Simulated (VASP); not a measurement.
# TiN (Fm-3m) in VASP: notebook, part 2 of 2

VASP 6.6.1. The steps go on from the part before.

### 3 Single point, LDA

INCAR

```
SYSTEM = TiN
PREC = Accurate
ENCUT = 520
EDIFF = 1E-6
ISMEAR = -1
SIGMA = 0.1
LREAL = .False.
LASPH = .True.
NELM = 100
ALGO = Normal
ISIF = 2
LWAVE = .False.
LCHARG = .True.
LELF = .True.
LVHAR = .True.
NBANDS = 16
```

KPOINTS

```
regular mesh
0
Gamma
  16 16 16
  0 0 0
```

POSCAR

```
TiN
1.0
    0.0000000000      2.0859933218      2.0859933218
    2.0859933218      0.0000000000      2.0859933218
    2.0859933218      2.0859933218      0.0000000000
Ti N
1 1
Direct
    0.0000000000      0.0000000000      0.0000000000
    0.5000000000      0.5000000000      0.5000000000
```

Potentials or basis: VASP PAW LDA potentials, release 64 (Ti_sv, N).

The run is started by

```console
cat potpaw_LDA.64/Ti_sv/POTCAR potpaw_LDA.64/N/POTCAR > POTCAR
mpirun -np 1 vasp_std > vasp.out
```

OUTCAR:

```text
SYSTEM = TiN
   PREC = Accurate
   ENCUT = 520
   EDIFF = 1E-6
   ISMEAR = -1
   LREAL = .False.
   LASPH = .True.
   NELM = 100
   ISIF = 2

 ion  position               nearest neighbor table
   1  0.000  0.000  0.000-   2 2.09   2 2.09   2 2.09   2 2.09   2 2.09   2 2.09
   2  0.500  0.500  0.500-   1 2.09   1 2.09   1 2.09   1 2.09   1 2.09   1 2.09

  LATTYP: Found a face centered cubic cell.
 ALAT       =     4.1719866436

  Lattice vectors:

 A1 = (   0.0000000000,   2.0859933218,   2.0859933218)
 A2 = (   2.0859933218,   0.0000000000,   2.0859933218)
 A3 = (   2.0859933218,   2.0859933218,   0.0000000000)

Analysis of symmetry for initial positions (statically):
=====================================================================
 Subroutine PRICEL returns:
 Original cell was already a primitive cell.

 Routine SETGRP: Setting up the symmetry group for a
 face centered cubic supercell.

 Subroutine GETGRP returns: Found 48 space group operations
 (whereof 48 operations were pure point group operations)
 out of a pool of 48 trial point group operations.

The static configuration has the point symmetry O_h .

[... 154 lines left out ...]
  ext. energy  EPLUGINS =         0.00000000
  ---------------------------------------------------
  free energy    TOTEN  =       -21.68547524 eV

  energy without entropy =      -21.65991664  energy(sigma->0) =      -21.67269594

 E-fermi :  11.8505     XC(G=0): -13.6459

 val. band max:       11.8452344524   @ k =  -0.3750   0.4375   0.1875
 cond. band min:      11.8619225341   @ k =  -0.1875   0.0625   0.0000
 fundamental gap:      0.0166880818
 Fermi energy:        11.8505169102

 k-point     1 :       0.0000    0.0000    0.0000
  band No.  band energies     occupation
      1     -45.2085      2.00000
      2     -21.5240      2.00000
      3     -21.5240      2.00000
      4     -21.5240      2.00000
      5      -5.2670      2.00000
      6       9.8051      2.00000
[... 433 lines left out ...]
      3     -21.5435      2.00000
      4     -21.5249      2.00000
      5      -5.0452      2.00000
      6       8.6803      2.00000
[... 8 lines left out ...]
     15      25.3948      0.00000
     16      31.5861      0.00000

 [... further k-points ...]
[... 5 lines left out ...]
  --------------------------------------------------------------------------------------
  -------------------------------------------------------------------------------------
  Total        0.1245177      0.1245177      0.1245177      0.0000000     -0.0000000     -0.0000000
  in kB       10.9893751     10.9893751     10.9893751      0.0000000     -0.0000000     -0.0000000
  external PRESSURE =      10.9893751 kB  Pullay stress =       0.0000000 kB

 VOLUME and BASIS-vectors are now :
 -----------------------------------------------------------------------------
  energy-cutoff  :      520.00
  volume of cell :       18.15
      direct lattice vectors                 reciprocal lattice vectors
     0.000000000  2.085993322  2.085993322    -0.239693960  0.239693960  0.239693960
     2.085993322  0.000000000  2.085993322     0.239693960 -0.239693960  0.239693960
     2.085993322  2.085993322  0.000000000     0.239693960  0.239693960 -0.239693960

 POSITION                                       TOTAL-FORCE (eV/Angst)
 -----------------------------------------------------------------------------------
      0.00000      0.00000      0.00000        -0.000000      0.000000      0.000000
      2.08599      2.08599      2.08599         0.000000     -0.000000     -0.000000
 -----------------------------------------------------------------------------------
    total drift:                                0.000000     -0.000000     -0.000000

  FREE ENERGIE OF THE ION-ELECTRON SYSTEM (eV)
  ---------------------------------------------------
  free  energy   TOTEN  =       -21.6854752382 eV

  energy  without entropy=      -21.6599166435  energy(sigma->0) =      -21.67269594
```

Wall time 27 s (1 thread of Intel Xeon 6975P-C, shared host); peak memory 0.16 GiB.

Results:

```yaml
Free_energy: -21.6855 eV
Pressure: 1.1 GPa
```

Levels at points of the mesh, in eV from the Fermi level:
| k point | band 5 | band 6 | band 7 | band 8 | band 9 | band 10 | band 11 | band 12 |
| --- | --- | --- | --- | --- | --- | --- | --- | --- |
| (0.00, 0.00, 0.00) | -17.12 | -2.05 | -2.05 | -2.05 | -0.67 | -0.67 | -0.67 | 0.62 |
| (0.50, 0.00, 0.00) | -14.36 | -8.35 | -5.72 | -5.72 | 1.84 | 1.84 | 2.58 | 6.17 |
| (0.50, 0.50, 0.00) | -15.68 | -5.86 | -3.31 | -3.23 | -3.23 | 1.77 | 2.61 | 2.61 |

### 4 Single point, LDA

INCAR

```
ALGO = Normal
EDIFF = 1E-6
ENCUT = 910
GGA = CA
GGA_COMPAT = False
ISIF = 2
ISMEAR = -1
LASPH = True
LCHARG = False
LREAL = False
LWAVE = False
NBANDS = 16
NELM = 120
PREC = Accurate
SIGMA = 0.1
```

KPOINTS

```
k-points
0
Gamma
  16 16 16
```

POSCAR is that of step 3.

Potentials or basis: VASP PAW LDA potentials, release 64 (Ti_sv, N_h).

The run is started by

```console
cat potpaw_LDA.64/Ti_sv/POTCAR potpaw_LDA.64/N_h/POTCAR > POTCAR
mpirun -np 1 vasp_std > vasp.out
```

Wall time 52 s (1 thread of Intel Xeon 6975P-C (Granite Rapids), shared host); peak memory 0.23 GiB.

Results (log left out):

* Free energy: -21.6886 eV
* Pressure: 0.9 GPa

Levels at points of the mesh, in eV from the Fermi level:
```csv
k point,band 5,band 6,band 7,band 8,band 9,band 10,band 11,band 12
"(0.00, 0.00, 0.00)",-17.12,-2.05,-2.05,-2.05,-0.67,-0.67,-0.67,0.62
"(0.50, 0.00, 0.00)",-14.36,-8.36,-5.72,-5.72,1.84,1.84,2.58,6.17
"(0.50, 0.50, 0.00)",-15.68,-5.86,-3.31,-3.23,-3.23,1.77,2.61,2.61
```

Caveat: the cutoff is under 1.25 times the usual one of these potentials, so pressure, stress and relaxed cells hold a basis-set (Pulay) error.
